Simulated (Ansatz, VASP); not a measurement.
**One calculation of CdTe, two programs**

```
Cd Te
1.0
     4.24060    0.00000    0.00000
    -2.12030    3.67247    0.00000
     0.00000    0.00000    6.93042
Cd Te
2 2
Direct
  0.00000 0.00000 0.00000
  0.33333 0.66667 0.50000
  0.66667 0.33333 0.25000
  0.66667 0.33333 0.75000
```

Alike in both runs: task relaxation of cell and atoms; functional PBEsol; k mesh 12 × 12 × 6; occupations gaussian, width 0.1 eV; no spin polarisation.

|  | VASP | Ansatz |
| --- | --- | --- |
| version | VASP 6.6.1 | Ansatz 0.2.0 |
| potentials or method | VASP PAW PBE potentials, release 64 (Cd, Te), cutoff 600 eV | scalar-relativistic, plane waves, PAW |
| valence electrons in the cell | 36 | 72 |

|  | VASP | Ansatz | Ansatz less VASP |
| --- | --- | --- | --- |
| gap on the k mesh at the Fermi level, each at its own relaxed structure (eV) | none | none | - |
| relaxed volume (Å³/atom) | 27.78 | 27.69 | -0.089 |
| relaxed cell length with the largest relative difference (Å) | 4.185 | 4.180 | -0.0057 |

VASP's potentials were made for PBE, not for PBEsol. A gap of «none» marks a metal or a gap that the smearing closes. VASP's potentials hold 36 valence electrons a cell and Ansatz's 72, so a difference there can come from the potentials and not from the codes.

Spin-orbit coupling is off throughout.
